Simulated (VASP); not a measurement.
Crystal: Ga4RuPt.

```
Ga Ru Pt
1.0
     0.00000    3.67985    3.67985
     3.67985    0.00000    3.67985
     3.67985    3.67985    0.00000
Ga Ru Pt
4 1 1
Direct
  0.87697 0.37434 0.37434
  0.37434 0.37434 0.37434
  0.37434 0.87697 0.37434
  0.37434 0.37434 0.87697
  0.00000 0.00000 0.00000
  0.75000 0.75000 0.75000
```

The cell was generated, and may not be a known phase.

* Program: VASP 6.6.1
* Task: relaxation of cell and atoms
* Functional: PBE
* Potentials or basis: VASP PAW PBE potentials, release 64 (Ga_d, Ru_pv, Pt)
* Cutoff: 600 eV
* k mesh: 4 × 4 × 4
* Occupations: gaussian, width 0.1 eV
* Spin: no spin polarisation

At the start: pressure -6.6 GPa; volume 16.61 Å³/atom.

Q: How do energy, volume and symmetry change on relaxing?

A: Over 3 steps the energy falls by 25.8 meV/atom and the volume is 15.48 Å³/atom (-6.8 %); space group F-43m (No. 216, to 0.1 Å) before and after.

Step by step:
| step | energy change (eV) | largest force (eV/Å) | pressure (GPa) | volume (Å³) |
| --- | --- | --- | --- | --- |
| 1 | 0.0000 | 0.2060 | -6.65 | 99.66 |
| 2 | -0.1213 | 0.0863 | 3.82 | 90.05 |
| 3 | -0.1546 | 0.0152 | 0.01 | 92.88 |

Final structure:
```yaml
crystal:
  lattice:
    - [0.00000, 3.59442, 3.59442]
    - [3.59442, 0.00000, 3.59442]
    - [3.59442, 3.59442, 0.00000]
  atoms:
    - { symbol: Ga, position: [0.87536, 0.37488, 0.37488] }
    - { symbol: Ga, position: [0.37488, 0.37488, 0.37488] }
    - { symbol: Ga, position: [0.37488, 0.87536, 0.37488] }
    - { symbol: Ga, position: [0.37488, 0.37488, 0.87536] }
    - { symbol: Ru, position: [0.00000, 0.00000, 0.00000] }
    - { symbol: Pt, position: [0.75000, 0.75000, 0.75000] }
```

Caveat: the k points lie up to 0.38 Å⁻¹ apart in the final cell, too coarse for converged energies and pressures of a metal.
